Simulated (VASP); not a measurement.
# Te (P3_121) in VASP: single point with PBEsol

Aim: the single point of Te with PBEsol.

Everything below comes from runs of VASP 6.6.1. Logs are shortened: lines on timing, memory, paths and dates and some standing lists are left out, and cuts for length are marked.

**1. The cell of the first run**

It takes space group P3_121 (No. 152, trigonal). Conventional cell: a = 4.319 Å, b = 4.319 Å, c = 5.950 Å, α = 90.00°, β = 90.00°, γ = 120.00°. Te (site symmetry 2) has 6 Te at 2.91 to 3.35 Å within 3.8 Å.

**2. Single point, PBEsol**

The input, INCAR:

```
PREC = Accurate
ENCUT = 520
EDIFF = 1E-6
ISMEAR = 0
SIGMA = 0.1
LREAL = False
LASPH = True
NELM = 60
ALGO = Normal
ISIF = 2
LWAVE = False
LCHARG = False
GGA = PS
NBANDS = 16
```

The input, KPOINTS:

```
regular mesh
0
Gamma
  12 12 8
```

The input, POSCAR:

```
Te
1.0
    4.3191058853      0.0000000000      0.0000000000
   -2.1595529426      3.7404554183      0.0000000000
    0.0000000000      0.0000000000      5.9499168004
Te
3
Direct
    0.7159414020      0.0000000000      0.3333333333
    0.0000000000      0.7159414020      0.6666666667
    0.2840585980      0.2840585980      0.0000000000
```

Potentials or basis: VASP PAW PBE potentials, release 64 (Te).

On the command line:

```console
cat potpaw_PBE.64/Te/POTCAR > POTCAR
mpirun -np 1 vasp_std > vasp.out
```

OUTCAR:

```text
PREC = Accurate
   ENCUT = 520
   EDIFF = 1E-6
   ISMEAR = 0
   LREAL = False
   LASPH = True
   NELM = 60
   ISIF = 2
   GGA = PS

 ion  position               nearest neighbor table
   1  0.716  0.000  0.333-   3 2.91   2 2.91   3 3.35   3 3.35   2 3.35   2 3.35
   2  0.000  0.716  0.667-   3 2.91   1 2.91   3 3.35   3 3.35   1 3.35   1 3.35
   3  0.284  0.284  0.000-   2 2.91   1 2.91   2 3.35   1 3.35   1 3.35   2 3.35

  LATTYP: Found a hexagonal cell.
 ALAT       =     4.3191058853
 C/A-ratio  =     1.3775806749

  Lattice vectors:

 A1 = (   4.3191058853,   0.0000000000,   0.0000000000)
 A2 = (  -2.1595529426,   3.7404554183,   0.0000000000)
 A3 = (   0.0000000000,   0.0000000000,   5.9499168004)

Analysis of symmetry for initial positions (statically):
=====================================================================
 Subroutine PRICEL returns:
 Original cell was already a primitive cell.

 Routine SETGRP: Setting up the symmetry group for a
 hexagonal supercell.

 Subroutine GETGRP returns: Found  6 space group operations
 (whereof  2 operations were pure point group operations)
 out of a pool of 24 trial point group operations.

The static configuration has the point symmetry C_2 .
 The point group associated with its full space group is D_3 .

Analysis of symmetry for dynamics (positions and initial velocities):
=====================================================================
 Subroutine PRICEL returns:
 Original cell was already a primitive cell.

 Routine SETGRP: Setting up the symmetry group for a
 hexagonal supercell.

 Subroutine GETGRP returns: Found  6 space group operations
 (whereof  2 operations were pure point group operations)
 out of a pool of 24 trial point group operations.

The dynamic configuration has the point symmetry C_2 .
 The point group associated with its full space group is D_3 .

 Subroutine INISYM returns: Found  6 space group operations
 (whereof  2 operations are pure point group operations),
 and found     1 'primitive' translations

----------------------------------------------------------------------------------------

                                     Primitive cell

  volume of cell :      96.1234

  direct lattice vectors                    reciprocal lattice vectors
     4.319105885  0.000000000  0.000000000     0.231529401  0.133673562  0.000000000
    -2.159552943  3.740455418  0.000000000     0.000000000  0.267347124  0.000000000
     0.000000000  0.000000000  5.949916800     0.000000000  0.000000000  0.168069577

[... 82 lines left out ...]
   LASPH  =      T    aspherical Exc in radial PAW
   ENCUT  =  520.0 eV  38.22 Ry    6.18 a.u.   8.03  8.03 11.06*2*pi/ulx,y,z
   NELM   =     60;   NELMIN=  2; NELMDL= -5     # of ELM steps
   EDIFF  = 0.1E-05   stopping-criterion for ELM
   LREAL  =      F    real-space projection
   EDIFFG = 0.1E-04   stopping-criterion for IOM
   NSW    =      0    number of steps for IOM
   IBRION =     -1    ionic relax: 0-MD 1-quasi-New 2-CG
   NFREE  =      0    steps in history (QN), initial steepest desc. (CG)
   ISIF   =      2    stress and relaxation
   ISYM   =      2    0-nonsym 1-usesym 2-fastsym
   POTIM  = 0.5000    time-step for ionic-motion
   TEBEG  =    0.0;   TEEND  =   0.0 temperature during run
   PSTRESS=    0.0 pullay stress
   NELECT =      18.0000    total number of electrons
   NUPDOWN=      -1.0000    fix difference up-down
   EMIN   =  10.00;   EMAX   =-10.00  energy-range for DOS
   EFERMI =   0.00;   METHOD = LEGACY
   ISMEAR =     0;   SIGMA  =   0.10  broadening in eV -4-tet -1-fermi 0-gaus
   EFERMI_NEDOS =   21; number of points for ismear=-14 and -15
   IALGO  =     38    algorithm
   IMIX   =      4    mixing-type and parameters
     AMIX     =   0.40;   BMIX     =  1.00
     AMIX_MAG =   1.60;   BMIX_MAG =  1.00
  volume/ion in A,a.u.               =      32.04       216.22
  Fermi-wavevector in a.u.,A,eV,Ry     =   0.936604  1.769925 11.935394  0.877227
  Thomas-Fermi vector in A             =   2.063630
   LORBIT       =      0    0 simple, 1 ext, 2 COOP (PROOUT), +10 PAW based schemes
   GGA     = PS    functional components
   LHFCALC =     F    Hartree Fock is set to
   AEXX    =    0.0000 exact exchange contribution
   IVDW    =     0    specifies the selected vdW correction
   LEPSILON=     F    determine dielectric tensor
   LRPA    =     F    only Hartree local field effects (RPA)
 non-spin polarized calculation
 Gauss-broadening in eV      SIGMA  =   0.10
  energy-cutoff  :      520.00
  volume of cell :       96.12
 maximum number of plane-waves:      2613
   NGX = 17   NGY = 17   NGZ = 23

 number of electron      17.9999998 magnetization

 Free energy of the ion-electron system (eV)
  ---------------------------------------------------
  ext. energy  EPLUGINS =         0.00000000
  ---------------------------------------------------
  free energy    TOTEN  =       -10.58141920 eV

  energy without entropy =      -10.58114555  energy(sigma->0) =      -10.58128238

 E-fermi :   6.6124     XC(G=0):  -9.5016

 val. band max:        6.5823490143   @ k =   0.3333   0.3333   0.5000
 cond. band min:       6.8164165352   @ k =   0.0000   0.0000   0.5000
 fundamental gap:      0.2340675209
 Fermi energy:         6.6124339336

 k-point     1 :       0.0000    0.0000    0.0000
  band No.  band energies     occupation
      1      -7.3595      2.00000
      2      -3.9610      2.00000
      3      -3.9610      2.00000
      4       3.6061      2.00000
      5       3.9603      2.00000
      6       3.9603      2.00000
[... 433 lines left out ...]
      3      -3.3223      2.00000
      4       2.3333      2.00000
      5       3.2832      2.00000
      6       3.4627      2.00000
[... 8 lines left out ...]
     15      12.2997      0.00000
     16      12.6834      0.00000

 [... further k-points ...]
[... 5 lines left out ...]
  --------------------------------------------------------------------------------------
  -------------------------------------------------------------------------------------
  Total        0.0277911      0.0277911      0.0952506      0.0000000      0.0000000     -0.0000000
  in kB        0.4632192      0.4632192      1.5876291      0.0000000      0.0000000     -0.0000000
  external PRESSURE =       0.8380225 kB  Pullay stress =       0.0000000 kB

 VOLUME and BASIS-vectors are now :
 -----------------------------------------------------------------------------
  energy-cutoff  :      520.00
  volume of cell :       96.12
      direct lattice vectors                 reciprocal lattice vectors
     4.319105885  0.000000000  0.000000000     0.231529401  0.133673562  0.000000000
    -2.159552943  3.740455418  0.000000000     0.000000000  0.267347124  0.000000000
     0.000000000  0.000000000  5.949916800     0.000000000  0.000000000  0.168069577

 POSITION                                       TOTAL-FORCE (eV/Angst)
 -----------------------------------------------------------------------------------
      3.09223      0.00000      1.98331        -0.017849     -0.000000      0.000000
     -1.54611      2.67795      3.96661         0.008925     -0.015458      0.000000
      0.61344      1.06251      0.00000         0.008925      0.015458      0.000000
 -----------------------------------------------------------------------------------
    total drift:                               -0.000000      0.000000      0.000000

  FREE ENERGIE OF THE ION-ELECTRON SYSTEM (eV)
  ---------------------------------------------------
  free  energy   TOTEN  =       -10.5814192038 eV

  energy  without entropy=      -10.5811455541  energy(sigma->0) =      -10.58128238
```

Run time: 67 s. Hardware: 1 thread of Intel Xeon 6975P-C (Granite Rapids), shared host; peak memory 0.31 GiB.

Results:

- Free energy: -10.5814 eV
- Pressure: 0.1 GPa
- Largest force: 0.018 eV/Å
- Band gap on the k mesh: zero (filled and empty bands touch)

Forces in eV/Å, atoms in the order of the input:
```
Te  -0.018  0.000  0.000
Te   0.009 -0.015  0.000
Te   0.009  0.015  0.000
```

Caveat: the PAW data sets were made with another functional, which shifts forces and pressure a little; spin-orbit coupling is left out, which moves the levels of the heavy elements.

The gap in the log of VASP goes by the Fermi energy; the results here count the filled bands.